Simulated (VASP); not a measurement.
# Tc12Au in VASP: further runs

Tc12Au is run at these levels: PBE+D3(BJ); tasks: single point.

Everything below comes from runs of VASP 6.6.1. Logs are shortened: lines on timing, memory, paths and dates and some standing lists are left out, and cuts for length are marked.

## (1) The cell of the first run

The cell holds a slab with vacuum, 13 atoms: a = 5.480 Å, b = 5.480 Å, c = 15.395 Å, α = 90.00°, β = 90.00°, γ = 60.00°.

## (2) Single point, PBE+D3(BJ)

File INCAR:

```
PREC = Accurate
ENCUT = 520
EDIFF = 1E-6
ISMEAR = -1
SIGMA = 0.05
LREAL = False
LASPH = True
NELM = 80
ALGO = Normal
ISIF = 2
LWAVE = False
LCHARG = True
GGA = PE
IVDW = 12
LELF = True
LVHAR = True
NBANDS = 96
```

File KPOINTS:

```
regular mesh
0
Gamma
  4 4 1
```

File POSCAR:

```
Tc12Au
1.0
    5.4800000000      0.0000000000      0.0000000000
    2.7400000000      4.7458190000      0.0000000000
    0.0000000000      0.0000000000     15.3949600000
Tc Au
12 1
Direct
    0.0000000000      0.0000000000      0.0649563234
    0.5000000000      0.0000000000      0.0649563234
   -0.0000000527      0.5000001054      0.0649563234
    0.4999999473      0.5000001054      0.0649563234
   -0.1656574276      0.3312962420      0.2002628133
    0.3326474636      0.3346937589      0.2025481716
   -0.1687322022      0.8347749883      0.2018079943
    0.3338700934      0.8348306162      0.2017985107
    0.0004734700     -0.0020297866      0.3399147513
    0.4949479009      0.0091830304      0.3404386241
   -0.0143157603      0.5076074330      0.3388088050
    0.5059742860      0.5078200412      0.3388179638
    0.3038423469      0.3919835544      0.4813755931
```

Potentials or basis: VASP PAW PBE potentials, release 64 (Tc_pv, Au).

The run is started by

```sh
cat potpaw_PBE.64/Tc_pv/POTCAR potpaw_PBE.64/Au/POTCAR > POTCAR
mpirun -np 1 vasp_std > vasp.out
```

OUTCAR:

```text
PREC = Accurate
   ENCUT = 520
   EDIFF = 1E-6
   ISMEAR = -1
   LREAL = False
   LASPH = True
   NELM = 80
   ISIF = 2
   GGA = PE
   IVDW = 12
 IVDW          = 12

 ion  position               nearest neighbor table
   1  0.000  0.000  0.065-   5 2.61   8 2.64   7 2.64   4 2.74   3 2.74   2 2.74   2 2.74   3 2.74
                             4 2.74
   2  0.500  0.000  0.065-   8 2.63   7 2.63   6 2.65   3 2.74   4 2.74   1 2.74   1 2.74   4 2.74
                             3 2.74
   3  1.000  0.500  0.065-   5 2.62   7 2.64   6 2.64   2 2.74   1 2.74   4 2.74   4 2.74   1 2.74
                             2 2.74
   4  0.500  0.500  0.065-   5 2.62   8 2.64   6 2.64   1 2.74   2 2.74   3 2.74   3 2.74   2 2.74
                             1 2.74
   5  0.834  0.331  0.200-   1 2.61   4 2.62   3 2.62  11 2.64  12 2.64   9 2.67   8 2.73   7 2.73
                             6 2.74   6 2.74   7 2.75   8 2.75
   6  0.333  0.335  0.203-  10 2.63   3 2.64   4 2.64   2 2.65  12 2.67  11 2.67   8 2.74   7 2.74
                             5 2.74   5 2.74   7 2.74   8 2.74
   7  0.831  0.835  0.202-  11 2.62   2 2.63   1 2.64   3 2.64   9 2.65  10 2.67   8 2.73   5 2.73
                             6 2.74   6 2.74   5 2.75   8 2.75
   8  0.334  0.835  0.202-  12 2.62   2 2.63   1 2.64   4 2.64   9 2.65  10 2.66   7 2.73   5 2.73
                             6 2.74   6 2.74   5 2.75   7 2.75
   9  0.000  0.998  0.340-   7 2.65   8 2.65   5 2.67  11 2.73  12 2.73  10 2.74  10 2.74  12 2.75
                            11 2.75
  10  0.495  0.009  0.340-   6 2.63   8 2.66   7 2.67  12 2.72  11 2.72   9 2.74   9 2.74  11 2.76
                            12 2.76  13 2.83
  11  0.986  0.508  0.339-   7 2.62  12 2.63   5 2.64   6 2.67  13 2.67  10 2.72   9 2.73   9 2.75
                            10 2.76  12 2.85
  12  0.506  0.508  0.339-   8 2.62  11 2.63   5 2.64   6 2.67  13 2.67  10 2.72   9 2.73   9 2.75
                            10 2.76  11 2.85
  13  0.304  0.392  0.481-  12 2.67  11 2.67  10 2.83

  LATTYP: Found a hexagonal cell.
 ALAT       =     5.4799998158
 C/A-ratio  =     2.8092993645

  Lattice vectors:

 A1 = (  -2.7400000000,  -4.7458190000,   0.0000000000)
 A2 = (   5.4800000000,   0.0000000000,   0.0000000000)
 A3 = (   0.0000000000,   0.0000000000,  15.3949600000)

Analysis of symmetry for initial positions (statically):
=====================================================================
 Subroutine PRICEL returns:
 Original cell was already a primitive cell.

 Routine SETGRP: Setting up the symmetry group for a
 hexagonal supercell.

 Subroutine GETGRP returns: Found  1 space group operations
 (whereof  1 operations were pure point group operations)
 out of a pool of 24 trial point group operations.

The static configuration has the point symmetry C_1 .

Analysis of symmetry for dynamics (positions and initial velocities):
=====================================================================
 Subroutine PRICEL returns:
 Original cell was already a primitive cell.

 Routine SETGRP: Setting up the symmetry group for a
 hexagonal supercell.

 Subroutine GETGRP returns: Found  1 space group operations
 (whereof  1 operations were pure point group operations)
 out of a pool of 24 trial point group operations.

The dynamic configuration has the point symmetry C_1 .

 Subroutine INISYM returns: Found  1 space group operations
 (whereof  1 operations are pure point group operations),
 and found     1 'primitive' translations

----------------------------------------------------------------------------------------

                                     Primitive cell

  volume of cell :     400.3781

  direct lattice vectors                    reciprocal lattice vectors
     5.480000000  0.000000000  0.000000000     0.182481752 -0.105355893  0.000000000
     2.740000000  4.745819000  0.000000000     0.000000000  0.210711787  0.000000000
     0.000000000  0.000000000 15.394960000     0.000000000  0.000000000  0.064956323

  length of vectors
     5.480000000  5.479999816 15.394960000     0.210711779  0.210711787  0.064956323

  position of ions in fractional coordinates (direct lattice)
     0.000000000  0.000000000  0.064956323
     0.500000000  0.000000000  0.064956323
     0.999999947  0.500000105  0.064956323
     0.499999947  0.500000105  0.064956323
     0.834342572  0.331296242  0.200262813
     0.332647464  0.334693759  0.202548172
     0.831267798  0.834774988  0.201807994
     0.333870093  0.834830616  0.201798511
[... 33 lines left out ...]
     0.045620438 -0.026338973  0.000000000     0.250000000  0.000000000  0.000000000
     0.000000000  0.052677947  0.000000000     0.000000000  0.250000000  0.000000000
     0.000000000  0.000000000  0.064956323     0.000000000  0.000000000  1.000000000

  Length of vectors
     0.052677945  0.052677947  0.064956323

  Shift w.r.t. Gamma in fractional coordinates (k-lattice)
     0.000000000  0.000000000  0.000000000

 Subroutine IBZKPT returns following result:
 ===========================================

 Found     10 irreducible k-points:

 Following reciprocal coordinates:
            Coordinates               Weight
  0.000000  0.000000  0.000000      1.000000
  0.250000  0.000000  0.000000      2.000000
  0.250000  0.250000  0.000000      2.000000
  0.000000  0.250000  0.000000      2.000000
  0.500000  0.000000  0.000000      1.000000
  0.500000  0.500000  0.000000      1.000000
  0.000000  0.500000  0.000000      1.000000
  0.500000  0.250000  0.000000      2.000000
  0.250000  0.500000  0.000000      2.000000
 -0.250000  0.250000  0.000000      2.000000
   k-points           NKPTS =     10   k-points in BZ     NKDIM =     10   number of bands    NBANDS=     96
   number of dos      NEDOS =    301   number of ions     NIONS =     13
   total plane-waves  NPLWV = 211680
   dimension x,y,z NGX =    42 NGY =   42 NGZ =  120
   dimension x,y,z NGXF=    84 NGYF=   84 NGZF=  240
   ions per type =              12   1
   NGX,Y,Z   is equivalent  to a cutoff of  12.74, 12.74, 12.96 a.u.
   NGXF,Y,Z  is equivalent  to a cutoff of  25.48, 25.48, 25.92 a.u.
 SYSTEM =  unknown system
   PREC   = accura    normal or accurate (medium, high low for compatibility)
   ISTART =      0    job   : 0-new  1-cont  2-samecut
   ICHARG =      2    charge: 1-file 2-atom 10-const
   ISPIN  =      1    spin polarized calculation?
   LNONCOLLINEAR =      F non collinear calculations
   LSORBIT =      F    spin-orbit coupling
   LASPH  =      T    aspherical Exc in radial PAW
   ENCUT  =  520.0 eV  38.22 Ry    6.18 a.u.  10.19 10.19 28.62*2*pi/ulx,y,z
   NELM   =     80;   NELMIN=  2; NELMDL= -5     # of ELM steps
   EDIFF  = 0.1E-05   stopping-criterion for ELM
   LREAL  =      F    real-space projection
[... 7 lines left out ...]
   TEBEG  =    0.0;   TEEND  =   0.0 temperature during run
   PSTRESS=    0.0 pullay stress
   NELECT =     167.0000    total number of electrons
   NUPDOWN=      -1.0000    fix difference up-down
   EMIN   =  10.00;   EMAX   =-10.00  energy-range for DOS
   EFERMI =   0.00;   METHOD = LEGACY
   ISMEAR =    -1;   SIGMA  =   0.05  broadening in eV -4-tet -1-fermi 0-gaus
   EFERMI_NEDOS =   21; number of points for ismear=-14 and -15
   IALGO  =     38    algorithm
   IMIX   =      4    mixing-type and parameters
     AMIX     =   0.40;   BMIX     =  1.00
     AMIX_MAG =   1.60;   BMIX_MAG =  1.00
  volume/ion in A,a.u.               =      30.80       207.84
  Fermi-wavevector in a.u.,A,eV,Ry     =   1.223180  2.311474 20.356605  1.496168
  Thomas-Fermi vector in A             =   2.358300
   LORBIT       =      0    0 simple, 1 ext, 2 COOP (PROOUT), +10 PAW based schemes
   GGA     = PE    functional components
   LHFCALC =     F    Hartree Fock is set to
   AEXX    =    0.0000 exact exchange contribution
   IVDW    =    12    specifies the selected vdW correction
   LEPSILON=     F    determine dielectric tensor
   LRPA    =     F    only Hartree local field effects (RPA)
 non-spin polarized calculation
  energy-cutoff  :      520.00
  volume of cell :      400.38
 maximum number of plane-waves:     10804
 NGX is ok and might be reduce to    42
   NGX = 21   NGY = 21   NGZ = 57

 number of electron     167.0000023 magnetization

 Free energy of the ion-electron system (eV)
  ---------------------------------------------------
  ext. energy  EPLUGINS =         0.00000000
  ---------------------------------------------------
  free energy    TOTEN  =      -119.51036256 eV

  energy without entropy =     -119.39000140  energy(sigma->0) =     -119.45018198

 E-fermi :   3.6063     XC(G=0):  -7.7727

 val. band max:        3.5822232813   @ k =   0.5000   0.2500   0.0000
 cond. band min:       3.6752604956   @ k =   0.5000   0.0000   0.0000
 fundamental gap:      0.0930372142
 Fermi energy:         3.6062629624

 k-point     1 :       0.0000    0.0000    0.0000
  band No.  band energies     occupation
      1     -35.9628      2.00000
      2     -35.9224      2.00000
      3     -35.9039      2.00000
      4     -35.9014      2.00000
      5     -35.8773      2.00000
      6     -35.8740      2.00000
[... 969 lines left out ...]
     94       5.1698      0.00000
     95       5.2421      0.00000
 [bands above 95 left out]

------------------------ aborting loop because EDIFF is reached ----------------------------------------

 Edisp (eV)   -5.66014

 E8    (eV) :    -2.7242

  FORCE on cell =-STRESS in cart. coord.  units (eV):
  Direction    XX          YY          ZZ          XY          YZ          ZX
  --------------------------------------------------------------------------------------
  -------------------------------------------------------------------------------------
  Total     -11.79547   -11.99732    -1.25082     0.00554    -1.01358     0.06473
  in kB     -47.20148   -48.00919    -5.00535     0.02216    -4.05599     0.25904
  external pressure =      -33.41 kB  Pullay stress =        0.00 kB

 VOLUME and BASIS-vectors are now :
 -----------------------------------------------------------------------------
  energy-cutoff  :      520.00
  volume of cell :      400.38
      direct lattice vectors                 reciprocal lattice vectors
     5.480000000  0.000000000  0.000000000     0.182481752 -0.105355893  0.000000000
     2.740000000  4.745819000  0.000000000     0.000000000  0.210711787  0.000000000
     0.000000000  0.000000000 15.394960000     0.000000000  0.000000000  0.064956323

 POSITION                                       TOTAL-FORCE (eV/Angst)
 -----------------------------------------------------------------------------------
      0.00000      0.00000      1.00000        -0.003520     -0.012809      0.004032
      2.74000      0.00000      1.00000        -0.003059      0.118204      0.052845
      6.85000      2.37291      1.00000         0.067309      0.019227      0.055431
      4.11000      2.37291      1.00000        -0.072572      0.020267      0.055340
      5.47995      1.57227      3.08304        -0.002142      0.013702      0.001353
      2.73997      1.58840      3.11822        -0.000738      0.000092     -0.006116
      6.84263      3.96169      3.10683        -0.005232      0.002304     -0.002430
      4.11704      3.96196      3.10668        -0.000404      0.002117     -0.004094
      2.73703      4.73619      5.23297         0.006885      0.010952     -0.037462
      2.73748      0.04358      5.24104         0.007844     -0.018926     -0.037077
      6.79239      2.40901      5.21595         0.013408      0.008191     -0.026577
      4.16417      2.41002      5.21609        -0.006193      0.001962     -0.031111
      2.73909      1.86028      7.41076        -0.001586     -0.165283     -0.024133
 -----------------------------------------------------------------------------------
    total drift:                               -0.000003     -0.000062      0.000082

  FREE ENERGIE OF THE ION-ELECTRON SYSTEM (eV)
  ---------------------------------------------------
  free  energy   TOTEN  =      -125.1704986488 eV

  energy  without entropy=     -125.0501374912  energy(sigma->0) =     -125.11031807
```

Run time: 19 min. Hardware: 1 thread of Intel Xeon Platinum 8259CL at 2.50GHz (Skylake/Cascade Lake), shared host; peak memory 0.61 GiB.

Results:

```
Free energy                : -125.1705 eV
Largest force              : 0.167 eV/Å
Band gap on the k mesh     : zero (an odd number of electrons rules out a gap without spin polarisation)
Dispersion energy per atom : -0.435 eV
```

Forces in eV/Å, atoms in the order of the input:
```
Tc  -0.004 -0.013  0.004
Tc  -0.003  0.118  0.053
Tc   0.067  0.019  0.055
Tc  -0.073  0.020  0.055
Tc  -0.002  0.014  0.001
Tc  -0.001  0.000 -0.006
Tc  -0.005  0.002 -0.002
Tc   0.000  0.002 -0.004
Tc   0.007  0.011 -0.037
Tc   0.008 -0.019 -0.037
Tc   0.013  0.008 -0.027
Tc  -0.006  0.002 -0.031
Au  -0.002 -0.165 -0.024
```

Caveat: there is no dipole correction, which matters where the two faces differ; spin-orbit coupling is left out, which moves the levels of the heavy elements.

## (3) Single point, PBE+D3(BJ)

File INCAR:

```
SYSTEM = Tc12Au
PREC     = Accurate       ! precision mode
ENCUT    = 520            ! plane-wave cutoff, eV
EDIFF    = 1E-6           ! SCF threshold, eV
ISMEAR   = -1             ! smearing method
SIGMA    = 0.05           ! smearing width, eV
LREAL    = .False.        ! projectors in reciprocal space
LASPH    = .True.         ! aspherical terms in the spheres
NELM     = 100            ! most SCF steps
ALGO     = Normal         ! electronic algorithm
ISIF     = 2              ! what is computed and relaxed
LWAVE    = .False.        ! write WAVECAR
LCHARG   = .True.         ! write CHGCAR
GGA      = PE             ! functional
IVDW     = 12             ! dispersion correction
LELF     = .True.         ! ELF
LVHAR    = .True.       
NBANDS   = 96             ! bands
```

File KPOINTS:

```
regular mesh
0
Gamma
  4 4 1
  0 0 0
```

File POSCAR:

```
Tc12Au
1.0
    5.4800000000      0.0000000000      0.0000000000
    2.7400000000      4.7458190000      0.0000000000
    0.0000000000      0.0000000000     15.3949600000
Tc Au
12 1
Direct
    0.0000000000      0.0000000000      0.0649563234
    0.5000000000      0.0000000000      0.0649563234
   -0.0000000527      0.5000001054      0.0649563234
    0.4999999473      0.5000001054      0.0649563234
   -0.1637912234      0.3275824468      0.1980448796
    0.3335675044      0.3328649913      0.2025708414
   -0.1663185213      0.8320005462      0.2029604494
    0.3343179751      0.8320005462      0.2029604494
    0.0051289356     -0.0102578712      0.3421076118
    0.4969978556      0.0060046538      0.3390299163
   -0.0071014345      0.4977025040      0.3393974392
    0.5093988251      0.4977027147      0.3393974392
    0.2041178566      0.5917631920      0.4845484496
```

Potentials or basis: VASP PAW PBE potentials, release 64 (Tc_pv, Au).

The run is started by

```sh
cat potpaw_PBE.64/Tc_pv/POTCAR potpaw_PBE.64/Au/POTCAR > POTCAR
mpirun -np 1 vasp_std > vasp.out
```

OUTCAR:

```text
SYSTEM = Tc12Au
   PREC = Accurate
   ENCUT = 520
   EDIFF = 1E-6
   ISMEAR = -1
   LREAL = .False.
   LASPH = .True.
   NELM = 100
   ISIF = 2
   GGA = PE
   IVDW = 12
 IVDW          = 12

 ion  position               nearest neighbor table
   1  0.000  0.000  0.065-   5 2.57   7 2.65   8 2.65   4 2.74   3 2.74   2 2.74   2 2.74   3 2.74
                             4 2.74
   2  0.500  0.000  0.065-   6 2.64   7 2.65   8 2.65   3 2.74   4 2.74   1 2.74   1 2.74   4 2.74
                             3 2.74
   3  1.000  0.500  0.065-   5 2.60   6 2.64   7 2.65   2 2.74   1 2.74   4 2.74   4 2.74   1 2.74
                             2 2.74
   4  0.500  0.500  0.065-   5 2.60   6 2.64   8 2.65   1 2.74   2 2.74   3 2.74   3 2.74   2 2.74
                             1 2.74
   5  0.836  0.328  0.198-   1 2.57   3 2.60   4 2.60  11 2.67  12 2.67   8 2.72   7 2.72   9 2.74
                             6 2.74   6 2.74   7 2.76   8 2.76
   6  0.334  0.333  0.203-  10 2.61   2 2.64   4 2.64   3 2.64  11 2.66  12 2.66   8 2.74   7 2.74
                             5 2.74   5 2.74   7 2.74   8 2.74
   7  0.834  0.832  0.203-  11 2.63  10 2.63   3 2.65   2 2.65   9 2.65   1 2.65   5 2.72   8 2.74
[... 896 lines left out ...]

 Edisp (eV)   -5.64670

 E8    (eV) :    -2.7172

  FORCE on cell =-STRESS in cart. coord.  units (eV):
  Direction    XX          YY          ZZ          XY          YZ          ZX
  --------------------------------------------------------------------------------------
  -------------------------------------------------------------------------------------
  Total     -12.55452   -12.76955    -1.53649     0.00000     0.72845     0.00000
  in kB     -50.23894   -51.09941    -6.14850     0.00000     2.91502     0.00000
  external pressure =      -35.83 kB  Pullay stress =        0.00 kB

 VOLUME and BASIS-vectors are now :
 -----------------------------------------------------------------------------
  energy-cutoff  :      520.00
  volume of cell :      400.38
      direct lattice vectors                 reciprocal lattice vectors
     5.480000000  0.000000000  0.000000000     0.182481752 -0.105355893  0.000000000
     2.740000000  4.745819000  0.000000000     0.000000000  0.210711787  0.000000000
     0.000000000  0.000000000 15.394960000     0.000000000  0.000000000  0.064956323

 POSITION                                       TOTAL-FORCE (eV/Angst)
 -----------------------------------------------------------------------------------
      0.00000      0.00000      1.00000        -0.000000     -0.116744     -0.019974
      2.74000      0.00000      1.00000        -0.000000      0.029947      0.166003
      6.85000      2.37291      1.00000         0.044113     -0.002289      0.049798
      4.11000      2.37291      1.00000        -0.044113     -0.002289      0.049798
      5.48000      1.55465      3.04889        -0.000000     -0.003343     -0.019517
      2.74000      1.57972      3.11857        -0.000000     -0.004125      0.000360
      6.84826      3.94852      3.12457        -0.003028     -0.005072      0.009983
      4.11174      3.94852      3.12457         0.003028     -0.005072      0.009983
      2.74000      4.69714      5.26673        -0.000000      0.012486     -0.065970
      2.74000      0.02850      5.21935        -0.000000     -0.005418     -0.072018
      6.80479      2.36201      5.22501        -0.016099     -0.017319     -0.058039
      4.15521      2.36201      5.22501         0.016099     -0.017319     -0.058039
      2.74000      2.80840      7.45960        -0.000000      0.136557      0.007632
 -----------------------------------------------------------------------------------
    total drift:                                0.000454      0.001015     -0.000751

  FREE ENERGIE OF THE ION-ELECTRON SYSTEM (eV)
  ---------------------------------------------------
  free  energy   TOTEN  =      -125.1186292570 eV

  energy  without entropy=     -124.9956260740  energy(sigma->0) =     -125.05712767
```

stdout:

```text
POSCAR found type information on POSCAR TcAu
 POSCAR found :  2 types and      13 ions
 scaLAPACK will be used
 LDA part: xc-table for (Slater+PW92), standard interpolation
 POSCAR, INCAR and KPOINTS ok, starting setup
 FFT: planning ... GRIDC
 FFT: planning ... GRID_SOFT
 FFT: planning ... GRID
 WAVECAR not read
 entering main loop
```

It took 7.7 min on 1 thread of Intel Xeon 6975P-C (Granite Rapids), shared host; peak memory 0.56 GiB.

What came out:

| Property | Result |
| --- | --- |
| Free energy | -125.1186 eV |
| Largest force | 0.169 eV/Å |
| Band gap on the k mesh | zero (an odd number of electrons rules out a gap without spin polarisation) |
| Dispersion energy per atom | -0.434 eV |

Forces in eV/Å, atoms in the order of the input:
```
Tc   0.000 -0.117 -0.020
Tc   0.000  0.030  0.166
Tc   0.044 -0.002  0.050
Tc  -0.044 -0.002  0.050
Tc   0.000 -0.003 -0.020
Tc   0.000 -0.004  0.000
Tc  -0.003 -0.005  0.010
Tc   0.003 -0.005  0.010
Tc   0.000  0.012 -0.066
Tc   0.000 -0.005 -0.072
Tc  -0.016 -0.017 -0.058
Tc   0.016 -0.017 -0.058
Au   0.000  0.137  0.008
```

Caveat: there is no dipole correction, which matters where the two faces differ; spin-orbit coupling is left out, which moves the levels of the heavy elements.

[end of part 1 of 2]

The gap in the log of VASP goes by the Fermi energy; the results here count the filled bands.